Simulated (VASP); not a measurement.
# CeO2 (fluorite type): single point with HSE06

The system is CeO2 (fluorite type).

```xyz
3
Lattice="0.0000 2.7659 2.7659 2.7659 0.0000 2.7659 2.7659 2.7659 0.0000" Properties=species:S:1:pos:R:3 pbc="T T T"
Ce    0.0000    0.0000    0.0000
O     1.3830    1.3830    1.3830
O     4.1489    4.1489    4.1489
```

| Item | Value |
| --- | --- |
| Program | VASP 6.6.1 |
| Task | single point |
| Functional | HSE06 |
| Potentials or basis | VASP PAW PBE potentials, release 64 (Ce, O) |
| Cutoff | 520 eV |
| k mesh | 4 × 4 × 4 |
| Occupations | fermi-dirac, width 0.05 eV |
| Spin | no spin polarisation |

```
Pressure               : -13.4 GPa
Band gap on the k mesh : 3.26 eV (least direct gap 3.42 eV)
```

Levels at points of the mesh, in eV from the valence-band top:
```csv
k point,band 9,band 10,band 11,band 12,band 13,band 14,band 15,band 16
"(0.00, 0.00, 0.00)",-3.93,-0.51,-0.51,-0.51,3.62,3.72,3.72,3.72
"(0.50, 0.00, 0.00)",-1.40,-1.29,-0.83,-0.83,3.26,3.53,3.53,3.73
"(0.50, 0.50, 0.00)",-1.40,-0.76,-0.76,-0.52,3.42,3.45,3.45,3.60
```

It took 26 min on 1 thread of Intel(R) Xeon(R) Platinum 8259CL CPU @ 2.50GHz (Skylake/Cascade Lake), with other jobs on the host, peak memory 0.28 GiB.

Caveat: the k points lie up to 0.49 Å⁻¹ apart; the PAW data sets were made with another functional, which shifts forces and pressure a little; spin-orbit coupling is left out, which moves the levels of the heavy elements. A k mesh can miss the band edges.
